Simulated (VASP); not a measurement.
# AgCl (Cmcm) in VASP: further runs

Runs on AgCl. Level: PBE. Tasks: density of states, electric field gradients.

Everything below comes from runs of VASP 6.6.1. Logs are shortened: lines on timing, memory, paths and dates and some standing lists are left out, and cuts for length are marked.

## Step 1: The cell of the first run

Symmetry: Cmcm, No. 63, orthorhombic system. The conventional cell has a = 3.742 Å, b = 11.113 Å, c = 3.924 Å, α = 90.00°, β = 90.00°, γ = 90.00°. Within 3.6 Å of Ag (site symmetry m2m) lie 7 Cl at 2.73 to 3.24 Å and 2 Ag at 3.02 Å. Within 3.6 Å of Cl (site symmetry m2m) lie 7 Ag at 2.73 to 3.24 Å and 2 Cl at 3.58 Å.

## Step 2: Density of states, PBE

File POSCAR:

```
AgCl
1.0
    1.8709097030     -5.5565952358      0.0000000000
    1.8709097030      5.5565952358      0.0000000000
    0.0000000000      0.0000000000      3.9240373500
Ag Cl
2 2
Direct
    0.3965554000      0.6034446000      0.7500000000
    0.6034446000      0.3965554000      0.2500000000
    0.8654487300      0.1345512700      0.2500000000
    0.1345512700      0.8654487300      0.7500000000
```

File INCAR.step1:

```
SYSTEM = AgCl
ALGO     = Normal         ! electronic algorithm
EDIFF    = 1E-6           ! SCF threshold, eV
ENCUT    = 520            ! plane-wave cutoff, eV
GGA      = PE             ! functional
ISIF     = 2              ! what is computed and relaxed
ISMEAR   = -1             ! smearing method
LASPH    = .TRUE.         ! aspherical terms in the spheres
LCHARG   = .TRUE.         ! write CHGCAR
LMAXMIX  = 4              ! l up to which the mixer works
LREAL    = .FALSE.        ! projectors in reciprocal space
LWAVE    = .FALSE.        ! write WAVECAR
NBANDS   = 26             ! bands
NELM     = 100            ! most SCF steps
PREC     = Accurate       ! precision mode
SIGMA    = 0.03           ! smearing width, eV
```

File KPOINTS.step1:

```
k-points
0
G
  9 9 8
  0 0 0
```

File INCAR.step2:

```
SYSTEM = AgCl
ALGO     = Normal         ! electronic algorithm
EDIFF    = 1E-6           ! SCF threshold, eV
ENCUT    = 520            ! plane-wave cutoff, eV
GGA      = PE             ! functional
ICHARG   = 11             ! starting density
ISIF     = 2              ! what is computed and relaxed
ISMEAR   = -5             ! smearing method
LASPH    = .TRUE.         ! aspherical terms in the spheres
LCHARG   = .FALSE.        ! write CHGCAR
LMAXMIX  = 4              ! l up to which the mixer works
LORBIT   = 11             ! projections on sites
LREAL    = .FALSE.        ! projectors in reciprocal space
LWAVE    = .FALSE.        ! write WAVECAR
NBANDS   = 26             ! bands
NEDOS    = 1001           ! points of the DOS
NELM     = 100            ! most SCF steps
PREC     = Accurate       ! precision mode
SIGMA    = 0.03           ! smearing width, eV
```

File KPOINTS.step2:

```
k-points
0
G
  14 14 12
  0 0 0
```

Potentials or basis: VASP PAW PBE potentials, release 64 (Ag, Cl).

Started as:

```sh
cat potpaw_PBE.64/Ag/POTCAR potpaw_PBE.64/Cl/POTCAR > POTCAR
cp INCAR.step1 INCAR
cp KPOINTS.step1 KPOINTS
mpirun -np 1 vasp_std > vasp.out
cp INCAR.step2 INCAR
cp KPOINTS.step2 KPOINTS
mpirun -np 1 vasp_std > vasp.out
```

OUTCAR:

```text
SYSTEM = AgCl
   EDIFF = 1E-6
   ENCUT = 520
   GGA = PE
   ICHARG = 11
   ISIF = 2
   ISMEAR = -5
   LASPH = .TRUE.
   LORBIT = 11
   LREAL = .FALSE.
   NELM = 100
   PREC = Accurate

 ion  position               nearest neighbor table
   1  0.397  0.603  0.750-   3 2.73   3 2.73   3 2.73   3 2.73   4 2.91   2 3.02   2 3.02
   2  0.603  0.397  0.250-   4 2.73   4 2.73   4 2.73   4 2.73   3 2.91   1 3.02   1 3.02
   3  0.865  0.135  0.250-   1 2.73   1 2.73   1 2.73   1 2.73   2 2.91
   4  0.135  0.865  0.750-   2 2.73   2 2.73   2 2.73   2 2.73   1 2.91

  LATTYP: Found a base centered orthorhombic cell.
 ALAT       =     3.7418194060
 B/A-ratio  =     2.9699964819
 C/A-ratio  =     1.0486976853

  Lattice vectors:

 A1 = (   1.8709097030,  -5.5565952358,   0.0000000000)
 A2 = (   1.8709097030,   5.5565952358,   0.0000000000)
 A3 = (   0.0000000000,   0.0000000000,   3.9240373500)

Analysis of symmetry for initial positions (statically):
=====================================================================
 Subroutine PRICEL returns:
 Original cell was already a primitive cell.

 Routine SETGRP: Setting up the symmetry group for a
 base centered orthorhombic supercell.

 Subroutine GETGRP returns: Found  8 space group operations
 (whereof  4 operations were pure point group operations)
 out of a pool of  8 trial point group operations.

The static configuration has the point symmetry C_2h.
 The point group associated with its full space group is D_2h.

Analysis of symmetry for dynamics (positions and initial velocities):
=====================================================================
 Subroutine PRICEL returns:
 Original cell was already a primitive cell.

 Routine SETGRP: Setting up the symmetry group for a
 base centered orthorhombic supercell.

 Subroutine GETGRP returns: Found  8 space group operations
 (whereof  4 operations were pure point group operations)
 out of a pool of  8 trial point group operations.

The dynamic configuration has the point symmetry C_2h.
 The point group associated with its full space group is D_2h.

 Subroutine INISYM returns: Found  8 space group operations
 (whereof  4 operations are pure point group operations),
 and found     1 'primitive' translations

----------------------------------------------------------------------------------------

                                     Primitive cell

  volume of cell :      81.5877

  direct lattice vectors                    reciprocal lattice vectors
     1.870909703 -5.556595236  0.000000000     0.267249670 -0.089983160  0.000000000
     1.870909703  5.556595236  0.000000000     0.267249670  0.089983160  0.000000000
     0.000000000  0.000000000  3.924037350     0.000000000  0.000000000  0.254839572

  length of vectors
     5.863109562  5.863109562  3.924037350     0.281991764  0.281991764  0.254839572

  position of ions in fractional coordinates (direct lattice)
     0.396555400  0.603444600  0.750000000
     0.603444600  0.396555400  0.250000000
     0.865448730  0.134551270  0.250000000
     0.134551270  0.865448730  0.750000000

  ion indices of the primitive-cell ions
   primitive index   ion index
                 1           1
                 2           2
                 3           3
                 4           4

----------------------------------------------------------------------------------------

 KPOINTS: k-points

Automatic generation of k-mesh.
 Grid dimensions read from file:
 generate k-points for:   14   14   12

 Generating k-lattice:

  Cartesian coordinates                     Fractional coordinates (reciprocal lattice)
     0.019089262 -0.006427369  0.000000000     0.071428571  0.000000000  0.000000000
     0.019089262  0.006427369  0.000000000     0.000000000  0.071428571  0.000000000
     0.000000000  0.000000000  0.021236631     0.000000000  0.000000000  0.083333333

  Length of vectors
     0.020142269  0.020142269  0.021236631

  Shift w.r.t. Gamma in fractional coordinates (k-lattice)
     0.000000000  0.000000000  0.000000000

 TETIRR: Found   3528 inequivalent tetrahedra from    14112

 Subroutine IBZKPT returns following result:
 ===========================================

 Found    399 irreducible k-points:

 Following reciprocal coordinates:
            Coordinates               Weight
  0.000000  0.000000  0.000000      1.000000
  0.071429  0.000000  0.000000      4.000000
  0.142857  0.000000  0.000000      4.000000
  0.214286  0.000000  0.000000      4.000000
  0.285714  0.000000  0.000000      4.000000
  0.357143 -0.000000  0.000000      4.000000
[... 16 lines left out ...]
  0.214286  0.142857  0.000000      4.000000
  0.285714  0.142857  0.000000      4.000000
 [... further k-points ...]
   k-points           NKPTS =    399   k-points in BZ     NKDIM =    399   number of bands    NBANDS=     26
   number of dos      NEDOS =   1001   number of ions     NIONS =      4
   total plane-waves  NPLWV =  69120
   dimension x,y,z NGX =    48 NGY =   48 NGZ =   30
   dimension x,y,z NGXF=    96 NGYF=   96 NGZF=   60
   ions per type =               2   2
   NGX,Y,Z   is equivalent  to a cutoff of  13.61, 13.61, 12.71 a.u.
   NGXF,Y,Z  is equivalent  to a cutoff of  27.22, 27.22, 25.42 a.u.
 SYSTEM =  AgCl
   PREC   = accura    normal or accurate (medium, high low for compatibility)
   ISTART =      0    job   : 0-new  1-cont  2-samecut
   ICHARG =     11    charge: 1-file 2-atom 10-const
   ISPIN  =      1    spin polarized calculation?
   LNONCOLLINEAR =      F non collinear calculations
   LSORBIT =      F    spin-orbit coupling
   LASPH  =      T    aspherical Exc in radial PAW
   ENCUT  =  520.0 eV  38.22 Ry    6.18 a.u.  10.90 10.90  7.30*2*pi/ulx,y,z
   NELM   =    100;   NELMIN=  2; NELMDL=  0     # of ELM steps
   EDIFF  = 0.1E-05   stopping-criterion for ELM
   LREAL  =      F    real-space projection
   EDIFFG = 0.1E-04   stopping-criterion for IOM
   NSW    =      0    number of steps for IOM
   IBRION =     -1    ionic relax: 0-MD 1-quasi-New 2-CG
   NFREE  =      0    steps in history (QN), initial steepest desc. (CG)
   ISIF   =      2    stress and relaxation
   ISYM   =      2    0-nonsym 1-usesym 2-fastsym
   POTIM  = 0.5000    time-step for ionic-motion
   TEBEG  =    0.0;   TEEND  =   0.0 temperature during run
   PSTRESS=    0.0 pullay stress
   NELECT =      36.0000    total number of electrons
   NUPDOWN=      -1.0000    fix difference up-down
   EMIN   =  10.00;   EMAX   =-10.00  energy-range for DOS
   EFERMI =   0.00;   METHOD = LEGACY
   ISMEAR =    -5;   SIGMA  =   0.03  broadening in eV -4-tet -1-fermi 0-gaus
   EFERMI_NEDOS =   21; number of points for ismear=-14 and -15
   IALGO  =     38    algorithm
   IMIX   =      4    mixing-type and parameters
     AMIX     =   0.40;   BMIX     =  1.00
     AMIX_MAG =   1.60;   BMIX_MAG =  1.00
  volume/ion in A,a.u.               =      20.40       137.65
  Fermi-wavevector in a.u.,A,eV,Ry     =   1.246333  2.355228 21.134554  1.553346
  Thomas-Fermi vector in A             =   2.380515
   LORBIT       =     11    0 simple, 1 ext, 2 COOP (PROOUT), +10 PAW based schemes
   GGA     = PE    functional components
   LHFCALC =     F    Hartree Fock is set to
   AEXX    =    0.0000 exact exchange contribution
   IVDW    =     0    specifies the selected vdW correction
   LEPSILON=     F    determine dielectric tensor
   LRPA    =     F    only Hartree local field effects (RPA)
 non-spin polarized calculation
 Fermi weights with tetrahedron method with Bloechl corrections
  energy-cutoff  :      520.00
  volume of cell :       81.59
 maximum number of plane-waves:      2223
 NGX is ok and might be reduce to    48

 number of electron      36.0000004 magnetization

 Free energy of the ion-electron system (eV)
  ---------------------------------------------------
  ext. energy  EPLUGINS =         0.00000000
  ---------------------------------------------------
  free energy    TOTEN  =       -10.64731453 eV

  energy without entropy =      -10.64731453  energy(sigma->0) =      -10.64731453

 E-fermi :   4.2880     XC(G=0): -10.2525

 val. band max:        4.2630209425   @ k =   0.2857   0.2143   0.0000
 cond. band min:       4.7233110498   @ k =   0.0000   0.0000   0.0000
 fundamental gap:      0.4602901073
 Fermi energy:         4.2879645529

 k-point     1 :       0.0000    0.0000    0.0000
  band No.  band energies     occupation
      1     -10.9178      2.00000
      2     -10.3131      2.00000
      3      -0.2706      2.00000
      4       0.8016      2.00000
      5       1.0085      2.00000
      6       1.1348      2.00000
[... 18 lines left out ...]
     25      14.4252      0.00000
     26      15.3040      0.00000

 k-point     2 :       0.0714    0.0000    0.0000
  band No.  band energies     occupation
      1     -10.8994      2.00000
      2     -10.3073      2.00000
      3      -0.2695      2.00000
      4       0.6984      2.00000
      5       0.7312      2.00000
      6       1.0428      2.00000
[... 18 lines left out ...]
     25      14.8078      0.00000
     26      15.0985      0.00000

 k-point     3 :       0.1429    0.0000    0.0000
  band No.  band energies     occupation
      1     -10.8468      2.00000
      2     -10.2916      2.00000
      3      -0.2653      2.00000
      4       0.3417      2.00000
      5       0.4505      2.00000
      6       0.6620      2.00000
[... 572 lines left out ...]
 k-point    23 :       0.2143    0.1429    0.0000
  band No.  band energies     occupation
      1     -10.6035      2.00000
      2     -10.2115      2.00000
      3      -0.8270      2.00000
      4      -0.6531      2.00000
      5      -0.1975      2.00000
      6      -0.1327      2.00000
[... 18 lines left out ...]
     25      13.8961      0.00000
     26      15.0355      0.00000

 k-point    24 :       0.2857    0.1429    0.0000
  band No.  band energies     occupation
      1     -10.5236      2.00000
      2     -10.2157      2.00000
      3      -1.0982      2.00000
      4      -0.8059      2.00000
      5      -0.2860      2.00000
      6      -0.0971      2.00000
[... 18 lines left out ...]
     25      13.5586      0.00000
     26      15.3378      0.00000

 [... further k-points ...]
[... 5 lines left out ...]
  --------------------------------------------------------------------------------------
  -------------------------------------------------------------------------------------
  Total        0.7617782      0.8463271      0.7571014      0.0000000      0.0000000      0.0000000
  in kB       14.9594075     16.6197360     14.8675673      0.0000000      0.0000000      0.0000000
  external PRESSURE =      15.4822369 kB  Pullay stress =       0.0000000 kB

 VOLUME and BASIS-vectors are now :
 -----------------------------------------------------------------------------
  energy-cutoff  :      520.00
  volume of cell :       81.59
      direct lattice vectors                 reciprocal lattice vectors
     1.870909703 -5.556595236  0.000000000     0.267249670 -0.089983160  0.000000000
     1.870909703  5.556595236  0.000000000     0.267249670  0.089983160  0.000000000
     0.000000000  0.000000000  3.924037350     0.000000000  0.000000000  0.254839572

 POSITION                                       TOTAL-FORCE (eV/Angst)
 -----------------------------------------------------------------------------------
      1.87091      1.14960      2.94303         0.000000      0.014136      0.000000
      1.87091     -1.14960      0.98101         0.000000     -0.014136      0.000000
      1.87091     -4.06130      0.98101         0.000000      0.002973     -0.000000
      1.87091      4.06130      2.94303         0.000000     -0.002973     -0.000000
 -----------------------------------------------------------------------------------
    total drift:                                0.000000      0.000000     -0.000000

  FREE ENERGIE OF THE ION-ELECTRON SYSTEM (eV)
  ---------------------------------------------------
  free  energy   TOTEN  =       -10.6473145268 eV

  energy  without entropy=      -10.6473145268  energy(sigma->0) =      -10.64731453

 total charge

# of ion       s       p       d       tot
------------------------------------------
    1        0.214   0.151   9.339   9.703
    2        0.214   0.151   9.339   9.703
    3        1.606   3.473   0.000   5.079
    4        1.606   3.473   0.000   5.079
--------------------------------------------------
tot          3.639   7.247  18.679  29.564
```

Run time: 6.3 min. Hardware: 1 thread of Intel Xeon 6975P-C (Granite Rapids), shared host; peak memory 0.76 GiB.

What came out:

| Quantity | Value |
| --- | --- |
| Valence electrons inside the program's atomic spheres | Ag 9.70; Cl 5.08 |

[end of part 1 of 2]
